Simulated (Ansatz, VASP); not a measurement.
# MgSn4N in VASP and in Ansatz

```
CELL_PARAMETERS angstrom
5.28016 0.00000 0.00000
-2.64008 4.57276 0.00000
0.00000 0.00000 5.81524
ATOMIC_POSITIONS crystal
Mg 0.00000 0.00000 0.50000
Sn 0.33333 0.66667 0.50000
Sn 0.66667 0.33333 0.50000
Sn 0.33333 0.66667 0.00000
Sn 0.66667 0.33333 0.00000
N 0.00000 0.00000 0.00000
```

Alike in both runs: functional PBE; k mesh 6 × 6 × 4; occupations gaussian, width 0.1 eV; no spin polarisation.

Ansatz relaxed the structure, and its values are those at the end. VASP's run is a single point on that final structure, the one shown.

|  | VASP | Ansatz |
| --- | --- | --- |
| version | VASP 6.6.1 | Ansatz 0.2.0 |
| potentials or method | VASP PAW PBE potentials, release 64 (Mg, Sn_d, N), cutoff 520 eV | scalar-relativistic, plane waves, PAW |
| valence electrons in the cell | 63 | 71 |

```csv
,VASP,Ansatz,Ansatz less VASP
gap on the k mesh at the Fermi level (eV),none,none,-
pressure (GPa),-0.1,0.0,+0.09
```

A gap of «none» marks a metal or a gap that the smearing closes. VASP's potentials hold 63 valence electrons a cell and Ansatz's 71, so a difference there can come from the potentials and not from the codes.
